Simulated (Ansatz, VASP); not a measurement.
## Two plane-wave programs on In

File INCAR:

```
PREC = Accurate
ENCUT = 520
EDIFF = 1E-6
ISMEAR = 0
SIGMA = 0.15
LREAL = F
LASPH = T
NELM = 100
ALGO = Fast
ISIF = 2
LWAVE = F
LCHARG = F
GGA = PE
NBANDS = 12
```

KPOINTS

```
Automatic mesh
0
Gamma
  20 20 20
```

File POSCAR:

```
In
1.0
   -1.6342807500      1.6261500000      2.4739500000
    1.6342807500     -1.6261500000      2.4739500000
    1.6342807500      1.6261500000     -2.4739500000
In
1
Direct
    0.0000000000      0.0000000000      0.0000000000
```

Input for Ansatz:

```yaml
crystal:
  lattice:
    - [-1.63428075, 1.62615, 2.47395]
    - [1.63428075, -1.62615, 2.47395]
    - [1.63428075, 1.62615, -2.47395]
  atoms:
    - { symbol: In, position: [0.0, 0.0, 0.0] }
basis:
  ecutwfc: 420
kpoints:
  mp_grid: { grid: [20, 20, 20] }
hamiltonian:
  xc: pbe
scf:
  occupations: { method: gaussian, width: 0.15 }
output:
  forces: true
  stress: true
  eigenvalues: true
```

Change from the starting cell: strain +0.0050 x Voigt [1, 0, 0, 0, 0, 0], atoms carried along.

Alike in both runs: task single point; functional PBE; k mesh 20 × 20 × 20; occupations gaussian, width 0.15 eV; no spin polarisation.

|  | VASP | Ansatz |
| --- | --- | --- |
| version | VASP 6.6.1 | Ansatz 0.2.0 |
| potentials or method | VASP PAW PBE potentials, release 64 (In_d), cutoff 520 eV | scalar-relativistic, plane waves, PAW |
| valence electrons in the cell | 13 | 13 |

Ansatz gave:

| Property | Result |
| --- | --- |
| gap on the k mesh at the Fermi level (eV) | none |
| pressure (GPa) | 1.8 |
| traceless stress, the component that is largest in VASP (GPa) | -0.19 |

What did VASP give for the same quantities?

gap on the k mesh at the Fermi level (eV): none; pressure (GPa): 1.7; traceless stress, the component that is largest in VASP (GPa): -0.20.

A gap of «none» marks a metal or a gap that the smearing closes.
